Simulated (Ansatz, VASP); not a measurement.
# One calculation of SiO2, two programs

Contents of INCAR:

```
SYSTEM = SiO2
  PREC = Accurate
  ENCUT = 520
  EDIFF = 1E-7
  ISMEAR = 0
  SIGMA = 0.02
  LREAL = .False.
  LASPH = .True.
  NELM = 80
  ALGO = Normal
  ISIF = 2
  LWAVE = .False.
  LCHARG = .True.
  GGA = PS
  LELF = .True.
  LVHAR = .True.
  NBANDS = 44
```

Contents of KPOINTS:

```
regular mesh
0
Gamma
  6 6 4
  0 0 0
```

The input POSCAR:

```
SiO2
1.0
    4.9523647430      0.0000000000      0.0000000000
    0.0000000000      4.9523647430      0.0000000000
    0.0000000000      0.0000000000      6.9768429373
Si O
4 8
Direct
    0.1961481169      0.1961481169      0.0000000000
    0.3038518831      0.6961481169      0.7500000000
    0.6961481169      0.3038518831      0.2500000000
    0.8038518831      0.8038518831      0.5000000000
    0.6141995388      0.7373994315      0.6831483969
    0.3858004612      0.2626005685      0.1831483969
    0.7373994315      0.6141995388      0.3168516031
    0.2373994315      0.8858004612      0.9331483969
    0.2626005685      0.3858004612      0.8168516031
    0.1141995388      0.7626005685      0.5668516031
    0.8858004612      0.2373994315      0.0668516031
    0.7626005685      0.1141995388      0.4331483969
```

Input for Ansatz:

```yaml
crystal:
  lattice:
    - [4.952364743, 0.0, 0.0]
    - [0.0, 4.952364743, 0.0]
    - [0.0, 0.0, 6.9768429373]
  atoms:
    - { symbol: Si, position: [0.1961481169, 0.1961481169, 0.0] }
    - { symbol: Si, position: [0.3038518831, 0.6961481169, 0.75] }
    - { symbol: Si, position: [0.6961481169, 0.3038518831, 0.25] }
    - { symbol: Si, position: [0.8038518831, 0.8038518831, 0.5] }
    - { symbol: O, position: [0.6141995388, 0.7373994315, 0.6831483969] }
    - { symbol: O, position: [0.3858004612, 0.2626005685, 0.1831483969] }
    - { symbol: O, position: [0.7373994315, 0.6141995388, 0.3168516031] }
    - { symbol: O, position: [0.2373994315, 0.8858004612, 0.9331483969] }
    - { symbol: O, position: [0.2626005685, 0.3858004612, 0.8168516031] }
    - { symbol: O, position: [0.1141995388, 0.7626005685, 0.5668516031] }
    - { symbol: O, position: [0.8858004612, 0.2373994315, 0.0668516031] }
    - { symbol: O, position: [0.7626005685, 0.1141995388, 0.4331483969] }
basis:
  ecutwfc: 420
kpoints:
  mp_grid: { grid: [6, 6, 4] }
  band_path: { path: [VBM, CBM], npoints: 2 }
hamiltonian:
  xc: pbesol
scf:
  occupations: { method: gaussian, width: 0.02 }
output:
  forces: true
  stress: true
  eigenvalues: true
checkpoint:
  read: start.run
  write: ck
  compress: false
  write_wavefunctions: false
  write_every: 100000
```

Alike in both runs: task single point; functional PBEsol; k mesh 6 × 6 × 4; occupations gaussian, width 0.02 eV; no spin polarisation.

```csv
,VASP,Ansatz
version,VASP 6.6.1,Ansatz 0.2.0
potentials or method,"VASP PAW PBE potentials, release 64 (Si, O), cutoff 520 eV","scalar-relativistic, plane waves, PAW"
valence electrons in the cell,64,64
```

Ansatz gave:

| Quantity | Value |
| --- | --- |
| gap on the k mesh at the Fermi level (eV) | 5.62 |
| least direct gap on the mesh (eV) | 5.62 |
| pressure (GPa) | 0.6 |
| traceless stress, the component that is largest in VASP (GPa) | -0.58 |
| rms of the force components (eV/Å) | 0.001 |

Q: Which values does VASP return?

A: gap on the k mesh at the Fermi level (eV): 5.63; least direct gap on the mesh (eV): 5.63; pressure (GPa): 1.1; traceless stress, the component that is largest in VASP (GPa): -0.60; rms of the force components (eV/Å): 0.014.

VASP's potentials were made for PBE, not for PBEsol. Atom by atom the forces differ by 0.014 eV/Å (rms over components). The functional is the same, so the differences come from potentials, cutoffs and numerics.
